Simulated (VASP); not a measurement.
# Ca3CdF8 (Cmmm) in VASP: single point with PBE0

Aim: the single point of Ca3CdF8 with PBE0.

Program: VASP 6.6.1. These are calculated values, not measurements. Logs are shortened: lines on timing, memory, paths and dates and some standing lists are left out, and cuts for length are marked.

**1. The cell of the first run**

The structure is orthorhombic, space group Cmmm (No. 65). The conventional cell has a = 7.679 Å, b = 10.854 Å, c = 3.835 Å, α = 90.00°, β = 90.00°, γ = 90.00°. Within 3.1 Å of Ca (site symmetry 2/m) lie 8 F at 2.35 Å. Within 3.1 Å of Ca (site symmetry mmm) lie 8 F at 2.35 to 2.36 Å. F (site symmetry m) has 1 Cd at 2.34 Å and 3 Ca at 2.35 to 2.36 Å and 6 F at 2.71 to 2.72 Å within 3.1 Å. Within 3.1 Å of F (site symmetry m2m) lie 2 Cd at 2.34 Å and 2 Ca at 2.35 Å and 6 F at 2.70 to 2.72 Å. Within 3.1 Å of F (site symmetry m2m) lie 4 Ca at 2.35 Å and 6 F at 2.72 Å. Within 3.1 Å of Cd (site symmetry mmm) lie 8 F at 2.34 Å.

**2. Single point, PBE0**

The input, POSCAR:

```
Ca3CdF8
1.0
    3.8394895840     -5.4268061171      0.0000000000
    3.8394895840      5.4268061171      0.0000000000
    0.0000000000      0.0000000000      3.8351427833
Ca F Cd
3 8 1
Direct
    0.0000000000      0.5000000000      0.0000000000
    0.5000000000      0.5000000000      0.5000000000
    0.5000000000      0.0000000000      0.0000000000
    0.3738459558      0.1242917425      0.5000000000
    0.1242917425      0.3738459558      0.5000000000
    0.8756615817      0.1243384183      0.0000000000
    0.6253653429      0.3746346571      0.0000000000
    0.3746346571      0.6253653429      0.0000000000
    0.1243384183      0.8756615817      0.0000000000
    0.8757082575      0.6261540442      0.5000000000
    0.6261540442      0.8757082575      0.5000000000
    0.0000000000      0.0000000000      0.5000000000
```

The input, INCAR.step1:

```
SYSTEM = Ca3CdF8
PREC = Accurate ; ENCUT = 520
EDIFF = 1E-5 ; ISMEAR = 0
SIGMA = 0.01 ; LREAL = .False.
LASPH = .True. ; NELM = 80
ALGO = Normal ; ISIF = 2
LWAVE = .True. ; LCHARG = .False.
NBANDS = 61 ; GGA = PE
KPAR = 4
```

The input, INCAR.step2:

```
SYSTEM = Ca3CdF8
PREC = Accurate ; ENCUT = 520
EDIFF = 1E-6 ; ISMEAR = 0
SIGMA = 0.01 ; LREAL = .False.
LASPH = .True. ; NELM = 80
ALGO = Normal ; ISIF = 2
LWAVE = .False. ; LCHARG = .False.
GGA = PE ; LHFCALC = .True.
AEXX = 0.25 ; PRECFOCK = Fast
NBANDS = 61 ; ISTART = 1
KPAR = 4
```

The input, KPOINTS:

```
regular mesh
0
Gamma
  2 2 4
  0 0 0
```

Potentials or basis: VASP PAW PBE potentials, release 64 (Ca_sv, F, Cd).

On the command line:

```sh
> cat potpaw_PBE.64/Ca_sv/POTCAR potpaw_PBE.64/F/POTCAR potpaw_PBE.64/Cd/POTCAR > POTCAR
> cp INCAR.step1 INCAR
> mpirun -np 4 vasp_std > vasp.out
> cp INCAR.step2 INCAR
> mpirun -np 4 vasp_std > vasp.out
```

OUTCAR:

```text
SYSTEM = Ca3CdF8
   PREC = Accurate
   ENCUT = 520
   EDIFF = 1E-6
   ISMEAR = 0
   LREAL = .False.
   LASPH = .True.
   NELM = 80
   ISIF = 2
   GGA = PE
   LHFCALC = .True.
   AEXX = 0.25
   PRECFOCK = Fast
   ISTART = 1

 ion  position               nearest neighbor table
   1  0.000  0.500  0.000-   7 2.35   8 2.35   5 2.35  10 2.35   5 2.35  10 2.35   9 2.35   6 2.35

   2  0.500  0.500  0.500-   7 2.35   8 2.35   7 2.35   8 2.35  10 2.36  11 2.36   4 2.36   5 2.36

   3  0.500  0.000  0.000-   7 2.35   8 2.35   4 2.35  11 2.35   4 2.35  11 2.35   9 2.35   6 2.35

   4  0.374  0.124  0.500-  12 2.34   3 2.35   3 2.35   2 2.36
   5  0.124  0.374  0.500-  12 2.34   1 2.35   1 2.35   2 2.36
   6  0.876  0.124  0.000-  12 2.34  12 2.34   1 2.35   3 2.35
   7  0.625  0.375  0.000-   1 2.35   3 2.35   2 2.35   2 2.35
   8  0.375  0.625  0.000-   1 2.35   3 2.35   2 2.35   2 2.35
   9  0.124  0.876  0.000-  12 2.34  12 2.34   1 2.35   3 2.35
  10  0.876  0.626  0.500-  12 2.34   1 2.35   1 2.35   2 2.36
  11  0.626  0.876  0.500-  12 2.34   3 2.35   3 2.35   2 2.36
  12  0.000  0.000  0.500-   4 2.34   5 2.34  10 2.34  11 2.34   6 2.34   9 2.34   6 2.34   9 2.34

  LATTYP: Found a base centered orthorhombic cell.
 ALAT       =     7.6789791680
 B/A-ratio  =     1.4134186324
 C/A-ratio  =     0.4994339351

  Lattice vectors:

 A1 = (   3.8394895840,  -5.4268061171,   0.0000000000)
 A2 = (   3.8394895840,   5.4268061171,   0.0000000000)
 A3 = (   0.0000000000,   0.0000000000,   3.8351427833)

Analysis of symmetry for initial positions (statically):
=====================================================================
 Subroutine PRICEL returns:
 Original cell was already a primitive cell.

 Routine SETGRP: Setting up the symmetry group for a
 base centered orthorhombic supercell.

 Subroutine GETGRP returns: Found  8 space group operations
 (whereof  8 operations were pure point group operations)
 out of a pool of  8 trial point group operations.

The static configuration has the point symmetry D_2h.

Analysis of symmetry for dynamics (positions and initial velocities):
=====================================================================
 Subroutine PRICEL returns:
 Original cell was already a primitive cell.

 Routine SETGRP: Setting up the symmetry group for a
 base centered orthorhombic supercell.

 Subroutine GETGRP returns: Found  8 space group operations
 (whereof  8 operations were pure point group operations)
 out of a pool of  8 trial point group operations.

The dynamic configuration has the point symmetry D_2h.

 Subroutine INISYM returns: Found  8 space group operations
 (whereof  8 operations are pure point group operations),
 and found     1 'primitive' translations

----------------------------------------------------------------------------------------

                                     Primitive cell

  volume of cell :     159.8193

  direct lattice vectors                    reciprocal lattice vectors
     3.839489584 -5.426806117  0.000000000     0.130225643 -0.092135225  0.000000000
     3.839489584  5.426806117  0.000000000     0.130225643  0.092135225  0.000000000
     0.000000000  0.000000000  3.835142783     0.000000000  0.000000000  0.260746485

  length of vectors
     6.647699218  6.647699218  3.835142783     0.159523095  0.159523095  0.260746485

  position of ions in fractional coordinates (direct lattice)
     1.000000000  0.500000000  0.000000000
     0.500000000  0.500000000  0.500000000
     0.500000000  1.000000000  0.000000000
     0.373845956  0.124291742  0.500000000
     0.124291742  0.373845956  0.500000000
     0.875661582  0.124338418  0.000000000
     0.625365343  0.374634657  0.000000000
     0.374634657  0.625365343  0.000000000
     0.124338418  0.875661582  0.000000000
     0.875708258  0.626154044  0.500000000
     0.626154044  0.875708258  0.500000000
     0.000000000  0.000000000  0.500000000

  ion indices of the primitive-cell ions
   primitive index   ion index
                 1           1
[... 25 lines left out ...]
     0.000000000  0.000000000  0.065186621     0.000000000  0.000000000  0.250000000

  Length of vectors
     0.079761547  0.079761547  0.065186621

  Shift w.r.t. Gamma in fractional coordinates (k-lattice)
     0.000000000  0.000000000  0.000000000

 Subroutine IBZKPT returns following result:
 ===========================================

 Found      9 irreducible k-points:

 Following reciprocal coordinates:
            Coordinates               Weight
  0.000000  0.000000  0.000000      1.000000
  0.500000 -0.000000  0.000000      2.000000
  0.500000  0.500000  0.000000      1.000000
  0.000000  0.000000  0.250000      2.000000
  0.500000 -0.000000  0.250000      4.000000
  0.500000  0.500000  0.250000      2.000000
  0.000000  0.000000  0.500000      1.000000
  0.500000 -0.000000  0.500000      2.000000
  0.500000  0.500000  0.500000      1.000000
   k-points           NKPTS =      9   k-points in BZ     NKDIM =     16   number of bands    NBANDS=     61
   number of dos      NEDOS =    301   number of ions     NIONS =     12
   total plane-waves  NPLWV =  75000
   dimension x,y,z NGX =    50 NGY =   50 NGZ =   30
   dimension x,y,z NGXF=   100 NGYF=  100 NGZF=   60
   ions per type =               3   8   1
   NGX,Y,Z   is equivalent  to a cutoff of  12.50, 12.50, 13.00 a.u.
   NGXF,Y,Z  is equivalent  to a cutoff of  25.01, 25.01, 26.01 a.u.
 SYSTEM =  Ca3CdF8
   PREC   = accura    normal or accurate (medium, high low for compatibility)
   ISTART =      1    job   : 0-new  1-cont  2-samecut
   ICHARG =      0    charge: 1-file 2-atom 10-const
   ISPIN  =      1    spin polarized calculation?
   LNONCOLLINEAR =      F non collinear calculations
   LSORBIT =      F    spin-orbit coupling
   LASPH  =      T    aspherical Exc in radial PAW
   ENCUT  =  520.0 eV  38.22 Ry    6.18 a.u.  12.36 12.36  7.13*2*pi/ulx,y,z
   NELM   =     80;   NELMIN=  2; NELMDL=  0     # of ELM steps
   EDIFF  = 0.1E-05   stopping-criterion for ELM
   LREAL  =      F    real-space projection
   EDIFFG = 0.1E-04   stopping-criterion for IOM
   NSW    =      0    number of steps for IOM
   IBRION =     -1    ionic relax: 0-MD 1-quasi-New 2-CG
   NFREE  =      0    steps in history (QN), initial steepest desc. (CG)
   ISIF   =      2    stress and relaxation
   ISYM   =      3    0-nonsym 1-usesym 2-fastsym
   POTIM  = 0.5000    time-step for ionic-motion
   TEBEG  =    0.0;   TEEND  =   0.0 temperature during run
   PSTRESS=    0.0 pullay stress
   NELECT =      98.0000    total number of electrons
   NUPDOWN=      -1.0000    fix difference up-down
   EMIN   =  10.00;   EMAX   =-10.00  energy-range for DOS
   EFERMI =   0.00;   METHOD = LEGACY
   ISMEAR =     0;   SIGMA  =   0.01  broadening in eV -4-tet -1-fermi 0-gaus
   EFERMI_NEDOS =   21; number of points for ismear=-14 and -15
   IALGO  =     38    algorithm
   IMIX   =      1    mixing-type and parameters
     AMIX     =   0.40;   BMIX     =  1.00
     AMIX_MAG =   1.60;   BMIX_MAG =  1.00
  volume/ion in A,a.u.               =      13.32        89.88
  Fermi-wavevector in a.u.,A,eV,Ry     =   1.390829  2.628286 26.319183  1.934405
  Thomas-Fermi vector in A             =   2.514727
   LORBIT       =      0    0 simple, 1 ext, 2 COOP (PROOUT), +10 PAW based schemes
   GGA     = PE    functional components
   LHFCALC =     T    Hartree Fock is set to
   PRECFOCK=fast      Normal, Fast or Accurate (Low or Medium for compatibility)
   ENCUT4O =  -1.0   cutoff for four orbital integrals eV
   NKREDX  =     1    reduce k-point grid by
   NKREDY  =     1    reduce k-point grid by
   NKREDZ  =     1    reduce k-point grid by
   AEXX    =    0.2500 exact exchange contribution
   HFSCREEN=    0.0000 screening length (either q_TF or 0.3 A-1)
   HFSCREENC=   0.0000 screening length for correlation (either q_TF or 0.3 A-1)
   ENCUTFOCK=  -1.0 apply spherical cutoff to Coloumb kernel
   IVDW    =     0    specifies the selected vdW correction
   LEPSILON=     F    determine dielectric tensor
   LRPA    =     F    only Hartree local field effects (RPA)
 non-spin polarized calculation
 Gauss-broadening in eV      SIGMA  =   0.01
  energy-cutoff  :      520.00
  volume of cell :      159.82
 maximum number of plane-waves:      4330
 NGX is ok and might be reduce to    50
  NGX = 28; NGY = 28; NGZ = 16

 number of electron      98.0000021 magnetization

 Free energy of the ion-electron system (eV)
  ---------------------------------------------------
  ext. energy  EPLUGINS =         0.00000000
  ---------------------------------------------------
  free energy    TOTEN  =       -79.09167464 eV

  energy without entropy =      -79.09167464  energy(sigma->0) =      -79.09167464

 E-fermi :  -2.8647     XC(G=0):  -7.7046

 val. band max:       -2.9133493386   @ k =   0.0000   0.0000   0.5000
 cond. band min:       5.2773849031   @ k =   0.0000   0.0000   0.0000
 fundamental gap:      8.1907342417
 Fermi energy:        -2.8646746057

 k-point     1 :       0.0000    0.0000    0.0000
  band No.  band energies     occupation
      1     -41.1000      2.00000
      2     -41.0532      2.00000
      3     -41.0492      2.00000
      4     -24.9262      2.00000
      5     -24.8139      2.00000
      6     -24.6818      2.00000
[... 565 lines left out ...]
     60      10.4896      0.00000
     61      10.7493      0.00000

------------------------ aborting loop because EDIFF is reached ----------------------------------------

  FORCE on cell =-STRESS in cart. coord.  units (eV):
  Direction    XX          YY          ZZ          XY          YZ          ZX
  --------------------------------------------------------------------------------------
  -------------------------------------------------------------------------------------
  Total        1.7261432      1.7274051      1.7438142     -0.0000000      0.0000000      0.0000000
  in kB       17.3044613     17.3171116     17.4816110     -0.0000000      0.0000000      0.0000000
  external PRESSURE =      17.3677280 kB  Pullay stress =       0.0000000 kB

 VOLUME and BASIS-vectors are now :
 -----------------------------------------------------------------------------
  energy-cutoff  :      520.00
  volume of cell :      159.82
      direct lattice vectors                 reciprocal lattice vectors
     3.839489584 -5.426806117  0.000000000     0.130225643 -0.092135225  0.000000000
     3.839489584  5.426806117  0.000000000     0.130225643  0.092135225  0.000000000
     0.000000000  0.000000000  3.835142783     0.000000000  0.000000000  0.260746485

 POSITION                                       TOTAL-FORCE (eV/Angst)
 -----------------------------------------------------------------------------------
      1.91974      2.71340      0.00000         0.000000      0.000000      0.000000
      3.83949      0.00000      1.91757         0.000000      0.000000      0.000000
      1.91974     -2.71340      0.00000        -0.000000      0.000000      0.000000
      1.91259     -1.35428      1.91757         0.019919     -0.012676      0.000000
      1.91259      1.35428      1.91757         0.019919      0.012676      0.000000
      3.83949     -4.07729      0.00000         0.000000      0.026478      0.000000
      3.83949     -1.36067      0.00000         0.000000      0.001435      0.000000
      3.83949      1.36067      0.00000         0.000000     -0.001435     -0.000000
      3.83949      4.07729      0.00000         0.000000     -0.026478      0.000000
      5.76638     -1.35428      1.91757        -0.019919     -0.012676      0.000000
      5.76638      1.35428      1.91757        -0.019919      0.012676      0.000000
      0.00000      0.00000      1.91757        -0.000000      0.000000      0.000000
 -----------------------------------------------------------------------------------
    total drift:                               -0.000005     -0.000009     -0.000008

  FREE ENERGIE OF THE ION-ELECTRON SYSTEM (eV)
  ---------------------------------------------------
  free  energy   TOTEN  =       -79.0916746434 eV

  energy  without entropy=      -79.0916746434  energy(sigma->0) =      -79.09167464
```

Run time: 29 min. Hardware: 4 MPI ranks of AMD EPYC 7R43 (Zen 3), shared host; peak memory 0.33 GiB.

What came out:

```yaml
Free_energy: -79.0917 eV
Pressure: 1.7 GPa
Largest_force: 0.026 eV/Å
Band_gap_on_the_k_mesh: 8.19 eV (least direct gap 8.26 eV)
```

Forces in eV/Å, atoms in the order of the input:
```
Ca   0.000  0.000  0.000
Ca   0.000  0.000  0.000
Ca   0.000  0.000  0.000
F    0.020 -0.013  0.000
F    0.020  0.013  0.000
F    0.000  0.026  0.000
F    0.000  0.001  0.000
F    0.000 -0.001  0.000
F    0.000 -0.026  0.000
F   -0.020 -0.013  0.000
F   -0.020  0.013  0.000
Cd   0.000  0.000  0.000
```

Levels at points of the mesh, in eV from the valence-band top:
```
           k point  band 45  band 46  band 47  band 48  band 49  band 50  band 51  band 52  band 53  band 54
(0.00, 0.00, 0.00)    -0.54    -0.54    -0.26    -0.23    -0.07     8.19    11.32    12.45    12.54    12.55
(0.50, 0.00, 0.00)    -0.73    -0.68    -0.44    -0.27    -0.11     8.94    10.99    11.51    11.98    12.57
(0.50, 0.50, 0.00)    -0.57    -0.51    -0.49    -0.08    -0.06     9.18    11.10    11.59    11.95    12.42
(0.00, 0.00, 0.50)    -0.51    -0.34    -0.32    -0.23     0.00    10.50    11.45    11.57    11.91    12.54
(0.50, 0.00, 0.50)    -0.67    -0.65    -0.41    -0.15    -0.12    10.66    11.48    11.53    11.87    12.46
(0.50, 0.50, 0.50)    -0.36    -0.24    -0.24    -0.23    -0.04    10.40    11.50    11.53    12.72    12.74
```

Caveat: the k points lie up to 0.50 Å⁻¹ apart; the PAW data sets were made with another functional, which shifts forces and pressure a little.
